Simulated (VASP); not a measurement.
Write the native input for VASP 6.6.1 that does the following.

| Property | Result |
| --- | --- |
| Task | single point |
| Functional | PBE |
| Potentials or basis | VASP PAW PBE potentials, release 64 (Li_sv, Nb_sv, O) |
| Cutoff | 520 eV |
| k mesh | 3 × 3 × 4 |
| Occupations | gaussian, width 0.1 eV |
| Spin | collinear spin, ferrimagnetic start |
| Starting moments | [0.0, 0.0, -0.11, 0.83, 0.83, 0.83, 0.83, 0.83, 0.83] μB |
| Dipole correction | no |
| Further INCAR settings | ALGO = Normal; EDIFF = 1e-06; NBANDS = 42 |

The structure of Li2NbO6 lies in POSCAR:

```
Li2NbO6
1.0
    5.9792234383      0.0000000000      0.0000000000
   -2.9896117191      5.1781593924      0.0000000000
    0.0000000000      0.0000000000      3.9735448457
Li Nb O
2 1 6
Direct
    0.3333333333      0.6666666667      0.4354307944
    0.6666666667      0.3333333333      0.5645692056
    0.0000000000      0.0000000000      0.0000000000
    0.8402948938      0.6805897876      0.7195940159
    0.3194102124      0.1597051062      0.7195940159
    0.8402948938      0.1597051062      0.7195940159
    0.1597051062      0.3194102124      0.2804059841
    0.6805897876      0.8402948938      0.2804059841
    0.1597051062      0.8402948938      0.2804059841
```

These files were run (other wordings do the same):

INCAR

```
ALGO = Normal
EDIFF = 1E-6
ENCUT = 520
GGA = PE
ISIF = 2
ISMEAR = 0
ISPIN = 2
LASPH = T
LCHARG = T
LELF = T
LMAXMIX = 4
LORBIT = 11
LREAL = F
LVHAR = T
LWAVE = F
MAGMOM = 0 0 -0.11 0.83 0.83 0.83 0.83 0.83 0.83
NBANDS = 42
NELM = 150
PREC = Accurate
SIGMA = 0.1
```

KPOINTS

```
k-points
0
Gamma
  3 3 4
```

Potentials or basis: VASP PAW PBE potentials, release 64 (Li_sv, Nb_sv, O).

Run with:

```console
$ cat potpaw_PBE.64/Li_sv/POTCAR potpaw_PBE.64/Nb_sv/POTCAR potpaw_PBE.64/O/POTCAR > POTCAR
$ mpirun -np 1 vasp_std > vasp.out
```

Results of the run:

* Largest force: 0.012 eV/Å
* Band gap on the k mesh: zero (filled and empty bands overlap)
* Net moment: 5.00 μB per cell
* Site moments: Li -0.01; Nb -0.20; O +0.73 μB
* Valence electrons inside the program's atomic spheres: Li 2.07; Nb 10.39; O 4.86

Caveat: the k points lie up to 0.40 Å⁻¹ apart.

It took 5.1 min on 1 thread of AMD EPYC 7R13, with other jobs on the host, peak memory 0.31 GiB.
